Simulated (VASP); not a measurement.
# Cu: single point with PBE

Crystal: Cu.

```
CELL_PARAMETERS angstrom
-1.42415 1.42415 1.40500
1.42415 -1.42415 1.40500
1.42415 1.42415 -1.40500
ATOMIC_POSITIONS crystal
Cu 0.00000 0.00000 0.00000
```

This isn't the form of Cu at room conditions, which is fcc.

```
Program                : VASP 6.6.1
Task                   : single point
Functional             : PBE
Potentials or basis    : VASP PAW PBE potentials, release 64 (Cu)
Cutoff                 : 520 eV
k mesh                 : 22 × 22 × 22
Occupations            : gaussian, width 0.15 eV
Spin                   : no spin polarisation
Dipole correction      : no
Further INCAR settings : ALGO = Normal; EDIFF = 1e-07; NBANDS = 12
```

```yaml
Pressure: 8.7 GPa
Band_gap_on_the_k_mesh: zero (an odd number of electrons rules out a gap without spin polarisation)
```

Stress tensor (GPa, compression positive):
```
8.77 0.00 0.00
0.00 8.77 0.00
0.00 0.00 8.56
```

Levels at points of the mesh, in eV from the Fermi level:
```csv
k point,band 3,band 4,band 5,band 6,band 7,band 8,band 9,band 10
"(0.00, 0.00, 0.00)",-3.21,-3.21,-2.19,-2.13,25.29,25.29,25.61,29.19
"(0.50, 0.00, 0.00)",-2.19,-2.03,-1.39,-0.65,4.59,17.67,17.86,21.68
"(0.50, 0.50, 0.00)",-2.24,-2.06,-1.40,-0.75,4.44,18.02,18.27,22.01
"(0.50, 0.50, 0.50)",-1.57,-1.57,-1.56,8.18,8.18,8.70,13.72,13.97
```

It took 2.1 min on 1 thread of Intel Xeon 8259CL (shared host), peak memory 0.21 GiB.

Caveat: the cell stands under pressure.
